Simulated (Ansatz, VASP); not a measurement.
Two plane-wave programs on Mn

INCAR

```
SYSTEM = Mn
PREC     = Accurate       ! precision mode
ENCUT    = 520            ! plane-wave cutoff, eV
EDIFF    = 1E-6           ! SCF threshold, eV
ISMEAR   = 0              ! smearing method
SIGMA    = 0.1            ! smearing width, eV
LREAL    = .False.        ! projectors in reciprocal space
LASPH    = .True.         ! aspherical terms in the spheres
NELM     = 150            ! most SCF steps
ALGO     = Normal         ! electronic algorithm
ISIF     = 2              ! what is computed and relaxed
LWAVE    = .False.        ! write WAVECAR
LCHARG   = .True.         ! write CHGCAR
ISPIN    = 2              ! spin polarisation
MAGMOM   = 4.48 4.48      ! initial moments
LORBIT   = 11             ! projections on sites
LMAXMIX  = 4              ! l up to which the mixer works
GGA      = PE             ! functional
LELF     = .True.         ! ELF
LVHAR    = .True.       
NBANDS   = 24             ! bands
```

Contents of KPOINTS:

```
Automatic mesh
0
Gamma
  18 18 8
  0 0 0
```

The input POSCAR:

```
Mn
1.0
    3.0228186081      0.0000000000      0.0000000000
   -1.5114093040      2.6178377056      0.0000000000
    0.0000000000      0.0000000000      5.6112983086
Mn
2
Direct
    0.3333333333      0.6666666667      0.2500000000
    0.6666666667      0.3333333333      0.7500000000
```

Input for Ansatz:

```yaml
crystal:
  lattice:
    - [3.0228186081, 0.0, 0.0]
    - [-1.511409304, 2.6178377056, 0.0]
    - [0.0, 0.0, 5.6112983086]
  atoms:
    - { symbol: Mn, position: [0.3333333333, 0.6666666667, 0.25], spin: 4.48 }
    - { symbol: Mn, position: [0.6666666667, 0.3333333333, 0.75], spin: 4.48 }
basis:
  ecutwfc: 420
kpoints:
  mp_grid: { grid: [18, 18, 8] }
hamiltonian:
  xc: pbe
scf:
  occupations: { method: gaussian, width: 0.1 }
output:
  forces: true
  stress: true
  eigenvalues: true
  populations: true
magnetization:
  spin_polarized: true
```

Alike in both runs: task single point; functional PBE; k mesh 18 × 18 × 8; occupations gaussian, width 0.1 eV; collinear spin.

|  | VASP | Ansatz |
| --- | --- | --- |
| version | VASP 6.6.1 | Ansatz 0.2.0 |
| potentials or method | VASP PAW PBE potentials, release 64 (Mn_pv), cutoff 520 eV | scalar-relativistic, plane waves, PAW |
| valence electrons in the cell | 26 | 30 |

Ansatz gave:

```
gap on the k mesh at the Fermi level (eV)                     : none
pressure (GPa)                                                : -13.9
traceless stress, the component that is largest in VASP (GPa) : -4.11
net moment per atom (μB)                                      : 4.12
size of the moment on the site where the two differ most (μB) : 4.06
```

Task: Which values does VASP return?

Result: gap on the k mesh at the Fermi level (eV): none; pressure (GPa): -13.8; traceless stress, the component that is largest in VASP (GPa): -4.09; net moment per atom (μB): 4.12; size of the moment on the site where the two differ most (μB): 3.95.

Site moments also hang on the region over which each program counts them. A gap of «none» marks a metal or a gap that the smearing closes. The functional is the same, so the differences come from potentials, cutoffs and numerics. VASP's potentials hold 26 valence electrons a cell and Ansatz's 30, so a difference there can come from the potentials and not from the codes.
